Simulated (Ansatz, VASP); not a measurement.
**Sc in VASP and in Ansatz**

```
Sc
1.0
     1.66001   -2.87522    0.00000
     1.66001    2.87522    0.00000
     0.00000    0.00000    5.16630
Sc
2
Cartesian
  1.6600 -0.9584 1.2916
  1.6600 0.9584 3.8747
```

Alike in both runs: task single point; functional PBE; k mesh 13 × 13 × 7; occupations fermi-dirac, width 0.05 eV; no spin polarisation.

```csv
,VASP,Ansatz
version,VASP 6.6.1,Ansatz 0.2.0
potentials or method,"VASP PAW PBE potentials, release 64 (Sc_sv)","PAW with Ansatz's default frozen-core files, scalar-relativistic"
plane-wave cutoff (eV),520,420
valence electrons in the cell,22,22
```

|  | VASP | Ansatz | Ansatz less VASP |
| --- | --- | --- | --- |
| pressure (GPa) | 0.0 | 0.0 | -0.02 |
